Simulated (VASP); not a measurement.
Crystal: Fe.

```xyz
1
Lattice="-1.4430 1.4430 1.4430 1.4430 -1.4430 1.4430 1.4430 1.4430 -1.4430" Properties=species:S:1:pos:R:3 pbc="T T T"
Fe    0.0000    0.0000    0.0000
```

Base run:

* Program: VASP 6.6.1
* Functional: PBE
* Dispersion: D3(BJ)
* Potentials or basis: VASP PAW PBE potentials, release 64 (Fe)
* Cutoff: 520 eV
* k mesh: 9 × 9 × 9
* Occupations: fermi-dirac, width 0.15 eV
* Spin: collinear spin, ferromagnetic start
* Starting moments: [3.66] μB
* Fixed moment: 3.5 μB

Its results: pressure 22.7 GPa; site moments Fe +3.38 μB.

Question: The run is repeated on the same cell with these changes: fixed moment from 3.5 μB to 4.2 μB; moments at the start from [3.66] to [4.19]. What comes out?

Answer: Pressure 58.7 GPa; site moments Fe +3.96 μB.

Caveats: three body term missing; the total moment is fixed, so each spin has its own Fermi level.
